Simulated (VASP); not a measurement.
# Sc (P6_3/mmc) in VASP: a series of runs

The runs below take Sc through single point, with LDA.

All numbers are computed with VASP 6.6.1; they aren't measurements. Logs are shortened: lines on timing, memory, paths and dates and some standing lists are left out, and cuts for length are marked.

## Step 1: The cell of the first run

Symmetry: P6_3/mmc, No. 194, hexagonal system. The conventional cell has a = 3.408 Å, b = 3.408 Å, c = 5.110 Å, α = 90.00°, β = 90.00°, γ = 120.00°. Sc (site symmetry -6m2) has 12 Sc at 3.22 to 3.41 Å within 4.2 Å.

## Step 2: Single point, LDA (strain +0.030 along x and y, -0.030 along z)

File INCAR:

```
PREC     = Accurate       # precision mode
ENCUT    = 520            # plane-wave cutoff, eV
EDIFF    = 1E-6           # SCF threshold, eV
ISMEAR   = 0              # smearing method
SIGMA    = 0.15           # smearing width, eV
LREAL    = False          # projectors in reciprocal space
LASPH    = True           # aspherical terms in the spheres
NELM     = 100            # most SCF steps
ALGO     = Fast           # electronic algorithm
ISIF     = 2              # what is computed and relaxed
LWAVE    = False          # write WAVECAR
LCHARG   = False          # write CHGCAR
NBANDS   = 18             # bands
```

File KPOINTS:

```
regular mesh
0
Gamma
  18 18 10
```

File POSCAR:

```
Sc
1.0
    3.4080618342      0.0000000000      0.0000000000
   -1.7040309171      2.9514681261      0.0000000000
    0.0000000000      0.0000000000      5.1099600000
Sc
2
Direct
    0.3333333333      0.6666666667      0.2500000000
    0.6666666667      0.3333333333      0.7500000000
```

Potentials or basis: VASP PAW LDA potentials, release 64 (Sc_sv).

Command:

```
$ cat potpaw_LDA.64/Sc_sv/POTCAR > POTCAR
$ mpirun -np 1 vasp_std > vasp.out
```

OUTCAR:

```text
PREC = Accurate
   ENCUT = 520
   EDIFF = 1E-6
   ISMEAR = 0
   LREAL = False
   LASPH = True
   NELM = 100
   ISIF = 2

 ion  position               nearest neighbor table
   1  0.333  0.667  0.250-   2 3.22   2 3.22   2 3.22   2 3.22   2 3.22   2 3.22
   2  0.667  0.333  0.750-   1 3.22   1 3.22   1 3.22   1 3.22   1 3.22   1 3.22

  LATTYP: Found a hexagonal cell.
 ALAT       =     3.4080618342
 C/A-ratio  =     1.4993742040

  Lattice vectors:

 A1 = (   3.4080618342,   0.0000000000,   0.0000000000)
 A2 = (  -1.7040309171,   2.9514681261,   0.0000000000)
 A3 = (   0.0000000000,   0.0000000000,   5.1099600000)

Analysis of symmetry for initial positions (statically):
=====================================================================
 Subroutine PRICEL returns:
 Original cell was already a primitive cell.

 Routine SETGRP: Setting up the symmetry group for a
 hexagonal supercell.

 Subroutine GETGRP returns: Found 24 space group operations
 (whereof 12 operations were pure point group operations)
 out of a pool of 24 trial point group operations.

The static configuration has the point symmetry D_3d.
 The point group associated with its full space group is D_6h.

Analysis of symmetry for dynamics (positions and initial velocities):
=====================================================================
 Subroutine PRICEL returns:
 Original cell was already a primitive cell.

 Routine SETGRP: Setting up the symmetry group for a
 hexagonal supercell.

 Subroutine GETGRP returns: Found 24 space group operations
 (whereof 12 operations were pure point group operations)
 out of a pool of 24 trial point group operations.

The dynamic configuration has the point symmetry D_3d.
 The point group associated with its full space group is D_6h.

 Subroutine INISYM returns: Found 24 space group operations
 (whereof 12 operations are pure point group operations),
 and found     1 'primitive' translations

----------------------------------------------------------------------------------------

                                     Primitive cell

  volume of cell :      51.4000

  direct lattice vectors                    reciprocal lattice vectors
     3.408061834  0.000000000  0.000000000     0.293421906  0.169407217  0.000000000
    -1.704030917  2.951468126  0.000000000     0.000000000  0.338814433  0.000000000
     0.000000000  0.000000000  5.109960000     0.000000000  0.000000000  0.195696248

  length of vectors
     3.408061834  3.408061834  5.109960000     0.338814433  0.338814433  0.195696248

  position of ions in fractional coordinates (direct lattice)
     0.333333333  0.666666667  0.250000000
     0.666666667  0.333333333  0.750000000

  ion indices of the primitive-cell ions
   primitive index   ion index
                 1           1
                 2           2

----------------------------------------------------------------------------------------

 KPOINTS: regular mesh

Automatic generation of k-mesh.
 Grid dimensions read from file:
 generate k-points for:   18   18   10

 Generating k-lattice:

  Cartesian coordinates                     Fractional coordinates (reciprocal lattice)
     0.016301217  0.009411512  0.000000000     0.055555556  0.000000000  0.000000000
     0.000000000  0.018823024  0.000000000     0.000000000  0.055555556  0.000000000
     0.000000000  0.000000000  0.019569625     0.000000000  0.000000000  0.100000000

  Length of vectors
     0.018823024  0.018823024  0.019569625

  Shift w.r.t. Gamma in fractional coordinates (k-lattice)
     0.000000000  0.000000000  0.000000000

 Subroutine IBZKPT returns following result:
 ===========================================

 Found    222 irreducible k-points:

 Following reciprocal coordinates:
            Coordinates               Weight
  0.000000  0.000000  0.000000      1.000000
  0.055556 -0.000000  0.000000      6.000000
  0.111111 -0.000000  0.000000      6.000000
  0.166667  0.000000  0.000000      6.000000
  0.222222  0.000000  0.000000      6.000000
  0.277778  0.000000  0.000000      6.000000
[... 16 lines left out ...]
  0.333333  0.111111  0.000000     12.000000
  0.388889  0.111111  0.000000     12.000000
 [... further k-points ...]
   k-points           NKPTS =    222   k-points in BZ     NKDIM =    222   number of bands    NBANDS=     18
   number of dos      NEDOS =    301   number of ions     NIONS =      2
   total plane-waves  NPLWV =  31360
   dimension x,y,z NGX =    28 NGY =   28 NGZ =   40
   dimension x,y,z NGXF=    56 NGYF=   56 NGZF=   80
   ions per type =               2
   NGX,Y,Z   is equivalent  to a cutoff of  13.66, 13.66, 13.01 a.u.
   NGXF,Y,Z  is equivalent  to a cutoff of  27.32, 27.32, 26.03 a.u.
 SYSTEM =  unknown system
   PREC   = accura    normal or accurate (medium, high low for compatibility)
   ISTART =      0    job   : 0-new  1-cont  2-samecut
   ICHARG =      2    charge: 1-file 2-atom 10-const
   ISPIN  =      1    spin polarized calculation?
   LNONCOLLINEAR =      F non collinear calculations
   LSORBIT =      F    spin-orbit coupling
   LASPH  =      T    aspherical Exc in radial PAW
   ENCUT  =  520.0 eV  38.22 Ry    6.18 a.u.   6.34  6.34  9.50*2*pi/ulx,y,z
   NELM   =    100;   NELMIN=  2; NELMDL= -5     # of ELM steps
   EDIFF  = 0.1E-05   stopping-criterion for ELM
   LREAL  =      F    real-space projection
   EDIFFG = 0.1E-04   stopping-criterion for IOM
   NSW    =      0    number of steps for IOM
   IBRION =     -1    ionic relax: 0-MD 1-quasi-New 2-CG
   NFREE  =      0    steps in history (QN), initial steepest desc. (CG)
   ISIF   =      2    stress and relaxation
   ISYM   =      2    0-nonsym 1-usesym 2-fastsym
   POTIM  = 0.5000    time-step for ionic-motion
   TEBEG  =    0.0;   TEEND  =   0.0 temperature during run
   PSTRESS=    0.0 pullay stress
   NELECT =      22.0000    total number of electrons
   NUPDOWN=      -1.0000    fix difference up-down
   EMIN   =  10.00;   EMAX   =-10.00  energy-range for DOS
   EFERMI =   0.00;   METHOD = LEGACY
   ISMEAR =     0;   SIGMA  =   0.15  broadening in eV -4-tet -1-fermi 0-gaus
   EFERMI_NEDOS =   21; number of points for ismear=-14 and -15
   IALGO  =     68    algorithm
   IMIX   =      4    mixing-type and parameters
     AMIX     =   0.40;   BMIX     =  1.00
     AMIX_MAG =   1.60;   BMIX_MAG =  1.00
  volume/ion in A,a.u.               =      25.70       173.43
  Fermi-wavevector in a.u.,A,eV,Ry     =   1.233752  2.331454 20.710042  1.522145
  Thomas-Fermi vector in A             =   2.368470
   LORBIT       =      0    0 simple, 1 ext, 2 COOP (PROOUT), +10 PAW based schemes
   GGA     = CA    functional components
   LHFCALC =     F    Hartree Fock is set to
   AEXX    =    0.0000 exact exchange contribution
   IVDW    =     0    specifies the selected vdW correction
   LEPSILON=     F    determine dielectric tensor
   LRPA    =     F    only Hartree local field effects (RPA)
 non-spin polarized calculation
 RMM-DIIS sequential band-by-band and
 Gauss-broadening in eV      SIGMA  =   0.15
  energy-cutoff  :      520.00
  volume of cell :       51.40
 maximum number of plane-waves:      1404
 NGX is ok and might be reduce to    28
   NGX = 13   NGY = 13   NGZ = 19

 number of electron      22.0000002 magnetization

 Free energy of the ion-electron system (eV)
  ---------------------------------------------------
  ext. energy  EPLUGINS =         0.00000000
  ---------------------------------------------------
  free energy    TOTEN  =       -13.32614907 eV

  energy without entropy =      -13.27976615  energy(sigma->0) =      -13.30295761

 E-fermi :   3.2071     XC(G=0):  -9.9696

 val. band max:        3.2067817891   @ k =   0.3333   0.1111   0.4000
 cond. band min:       3.2089026213   @ k =   0.3333   0.2778   0.4000
 fundamental gap:      0.0021208322
 Fermi energy:         3.2070786602

 k-point     1 :       0.0000    0.0000    0.0000
  band No.  band energies     occupation
      1     -45.7046      2.00000
      2     -45.6319      2.00000
      3     -24.8635      2.00000
      4     -24.5606      2.00000
      5     -24.5606      2.00000
      6     -24.4869      2.00000
[... 10 lines left out ...]
     17       5.2270      0.00000
     18       5.2277      0.00000

 k-point     2 :       0.0556   -0.0000    0.0000
  band No.  band energies     occupation
      1     -45.7034      2.00000
      2     -45.6316      2.00000
      3     -24.8598      2.00000
      4     -24.5666      2.00000
      5     -24.5629      2.00000
      6     -24.4934      2.00000
[... 10 lines left out ...]
     17       5.1877      0.00000
     18       5.2144      0.00000

 k-point     3 :       0.1111   -0.0000    0.0000
  band No.  band energies     occupation
      1     -45.6998      2.00000
      2     -45.6310      2.00000
      3     -24.8490      2.00000
      4     -24.5839      2.00000
      5     -24.5695      2.00000
      6     -24.5120      2.00000
[... 10 lines left out ...]
     17       5.2832      0.00000
     18       5.3751      0.00000

 k-point     4 :       0.1667    0.0000    0.0000
  band No.  band energies     occupation
      1     -45.6943      2.00000
      2     -45.6302      2.00000
      3     -24.8316      2.00000
      4     -24.6108      2.00000
      5     -24.5795      2.00000
      6     -24.5401      2.00000
[... 375 lines left out ...]
      4     -24.7100      2.00000
      5     -24.6599      2.00000
      6     -24.6077      2.00000
[... 10 lines left out ...]
     17       6.1894      0.00000
     18       6.5601      0.00000

 k-point    23 :       0.3333    0.1111    0.0000
  band No.  band energies     occupation
      1     -45.6615      2.00000
      2     -45.6305      2.00000
      3     -24.7368      2.00000
      4     -24.7168      2.00000
      5     -24.6725      2.00000
      6     -24.6258      2.00000
[... 10 lines left out ...]
     17       6.4749      0.00000
     18       6.8889      0.00000

 k-point    24 :       0.3889    0.1111    0.0000
  band No.  band energies     occupation
      1     -45.6560      2.00000
      2     -45.6320      2.00000
      3     -24.7543      2.00000
      4     -24.6942      2.00000
      5     -24.6803      2.00000
      6     -24.6379      2.00000
[... 10 lines left out ...]
     17       6.6910      0.00000
     18       7.1041      0.00000

 [... further k-points ...]
[... 5 lines left out ...]
  --------------------------------------------------------------------------------------
  -------------------------------------------------------------------------------------
  Total       -2.3019303     -2.3019303     -1.5864762      0.0000000      0.0000000      0.0000000
  in kB      -71.7529365    -71.7529365    -49.4516828      0.0000000      0.0000000      0.0000000
  external PRESSURE =     -64.3191852 kB  Pullay stress =       0.0000000 kB

 VOLUME and BASIS-vectors are now :
 -----------------------------------------------------------------------------
  energy-cutoff  :      520.00
  volume of cell :       51.40
      direct lattice vectors                 reciprocal lattice vectors
     3.408061834  0.000000000  0.000000000     0.293421906  0.169407217  0.000000000
    -1.704030917  2.951468126  0.000000000     0.000000000  0.338814433  0.000000000
     0.000000000  0.000000000  5.109960000     0.000000000  0.000000000  0.195696248

 POSITION                                       TOTAL-FORCE (eV/Angst)
 -----------------------------------------------------------------------------------
     -0.00000      1.96765      1.27749         0.000000      0.000000      0.000000
      1.70403      0.98382      3.83247        -0.000000     -0.000000      0.000000
 -----------------------------------------------------------------------------------
    total drift:                               -0.000000      0.000000     -0.000000

  FREE ENERGIE OF THE ION-ELECTRON SYSTEM (eV)
  ---------------------------------------------------
  free  energy   TOTEN  =       -13.3261490718 eV

  energy  without entropy=      -13.2797661520  energy(sigma->0) =      -13.30295761
```

Wall time 1.8 min (1 thread of Intel Xeon 6975P-C (Granite Rapids), shared host); peak memory 0.28 GiB.

What came out:

```
Free energy            : -13.3261 eV
Pressure               : -6.4 GPa
Band gap on the k mesh : zero (band 11 reaches 4.26 eV, above the bottom of band 12 at 2.71 eV)
```

Stress tensor (GPa, compression positive):
```
-7.18  0.00  0.00
 0.00 -7.18  0.00
 0.00  0.00 -4.95
```

Levels at points of the mesh, in eV from the Fermi level:
```
           k point  band 8  band 9  band 10  band 11  band 12  band 13  band 14  band 15
(0.00, 0.00, 0.00)  -27.65   -4.98    -1.52     0.90     1.45     1.45     1.92     1.92
(0.50, 0.00, 0.00)  -27.72   -1.64    -1.01    -0.58    -0.41     1.11     1.33     1.90
(0.00, 0.00, 0.50)  -27.73   -3.41    -3.41     1.06     1.06     1.31     1.31     1.31
(0.50, 0.00, 0.50)  -27.75   -1.41    -1.41     0.10     0.10     1.25     1.25     2.14
```

Caveat: the cell differs from its parent crystal (strain +0.030 along x and y, -0.030 along z).

## Step 3: Single point, LDA (strain +0.030 along x and y, +0.000 along z)

File INCAR:

```
SYSTEM = Sc
  ALGO = Fast
  EDIFF = 1E-6
  ENCUT = 520
  GGA = CA
  ISIF = 2
  ISMEAR = 0
  LASPH = .TRUE.
  LCHARG = .FALSE.
  LREAL = .FALSE.
  LWAVE = .FALSE.
  NBANDS = 18
  NELM = 60
  PREC = Accurate
  SIGMA = 0.15
```

File KPOINTS:

```
k-points
0
G
  18 18 10
  0 0 0
```

POSCAR, as its differences from that of step 2:

```diff
@@ -4,3 +4,3 @@
    -1.7040309171      2.9514681261      0.0000000000
-    0.0000000000      0.0000000000      5.1099600000
+    0.0000000000      0.0000000000      5.2680000000
 Sc
```

Potentials or basis: VASP PAW LDA potentials, release 64 (Sc_sv).

Command:

```
$ cat potpaw_LDA.64/Sc_sv/POTCAR > POTCAR
$ mpirun -np 1 vasp_std > vasp.out
```

It took 1.8 min on 1 thread of Intel Xeon 6975P-C (Granite Rapids), shared host; peak memory 0.28 GiB.

It converged, with:

```yaml
Free_energy: -13.2655 eV
Pressure: -7.5 GPa
Band_gap_on_the_k_mesh: zero (band 11 reaches 3.97 eV, above the bottom of band 12 at 2.59 eV)
```

Stress tensor (GPa, compression positive):
```
-7.61  0.00  0.00
 0.00 -7.61  0.00
 0.00  0.00 -7.33
```

Levels at points of the mesh, in eV from the Fermi level:
| k point | band 7 | band 8 | band 9 | band 10 | band 11 | band 12 | band 13 | band 14 | band 15 | band 16 |
| --- | --- | --- | --- | --- | --- | --- | --- | --- | --- | --- |
| (0.00, 0.00, 0.00) | -27.79 | -27.76 | -4.94 | -1.54 | 0.62 | 1.44 | 1.44 | 1.71 | 1.85 | 1.85 |
| (0.50, 0.00, 0.00) | -27.85 | -27.82 | -1.59 | -0.97 | -0.58 | -0.35 | 1.18 | 1.19 | 1.72 | 3.36 |
| (0.00, 0.00, 0.50) | -27.82 | -27.82 | -3.46 | -3.46 | 0.92 | 0.92 | 1.34 | 1.34 | 1.34 | 1.34 |
| (0.50, 0.00, 0.50) | -27.85 | -27.85 | -1.38 | -1.38 | 0.06 | 0.06 | 1.17 | 1.17 | 2.13 | 2.13 |

Caveat: the cell differs from its parent crystal (strain +0.030 along x and y, +0.000 along z).

## Step 4: Single point, LDA (strain +0.030 along x and y, +0.030 along z)

File INCAR:

```
ALGO = Fast
EDIFF = 1E-6
ENCUT = 520
ISIF = 2
ISMEAR = 0
LASPH = T
LCHARG = F
LREAL = F
LWAVE = F
NBANDS = 18
NELM = 100
PREC = Accurate
SIGMA = 0.15
```

File KPOINTS:

```
k-points
0
Gamma
  18 18 10
```

POSCAR, as its differences from that of step 3:

```diff
@@ -4,3 +4,3 @@
    -1.7040309171      2.9514681261      0.0000000000
-    0.0000000000      0.0000000000      5.2680000000
+    0.0000000000      0.0000000000      5.4260400000
 Sc
```

Command:

```
$ cat potpaw_LDA.64/Sc_sv/POTCAR > POTCAR
$ mpirun -np 1 vasp_std > vasp.out
```

Wall time 2.7 min (1 thread of Intel Xeon 6975P-C (Granite Rapids), shared host); peak memory 0.29 GiB.

Results (log left out):

- Free energy: -13.1831 eV
- Pressure: -8.4 GPa
- Band gap on the k mesh: zero (band 11 reaches 3.69 eV, above the bottom of band 12 at 2.49 eV)

Stress tensor (GPa, compression positive):
```
-7.97  0.00  0.00
 0.00 -7.97  0.00
 0.00  0.00 -9.31
```

Levels at points of the mesh, in eV from the Fermi level:
| k point | band 9 | band 10 | band 11 | band 12 | band 13 | band 14 |
| --- | --- | --- | --- | --- | --- | --- |
| (0.00, 0.00, 0.00) | -4.88 | -1.57 | 0.37 | 1.42 | 1.42 | 1.52 |
| (0.50, 0.00, 0.00) | -1.54 | -0.94 | -0.58 | -0.29 | 1.07 | 1.25 |
| (0.00, 0.00, 0.50) | -3.49 | -3.49 | 0.80 | 0.80 | 1.36 | 1.36 |
| (0.50, 0.00, 0.50) | -1.35 | -1.35 | 0.03 | 0.03 | 1.11 | 1.11 |

Caveat: the cell differs from its parent crystal (strain +0.030 along x and y, +0.030 along z).

## Step 5: Overview

```csv
cell,gap on the mesh (eV),pressure (GPa)
"a = 3.408, b = 3.408, c = 5.110 Å, angles 90.0, 90.0, 120.0°, 2 atoms",none,-6.4
"a = 3.408, b = 3.408, c = 5.268 Å, angles 90.0, 90.0, 120.0°, 2 atoms",none,-7.5
"a = 3.408, b = 3.408, c = 5.426 Å, angles 90.0, 90.0, 120.0°, 2 atoms",none,-8.4
```

Alike in all rows: task single point; level LDA; potentials or basis VASP PAW LDA potentials, release 64 (Sc_sv); no spin polarisation; k mesh 18 × 18 × 10; cutoff (eV) 520; smearing gaussian 0.15 eV.

Total energies depend on the potentials used, so only differences within one code and one set of settings carry meaning.
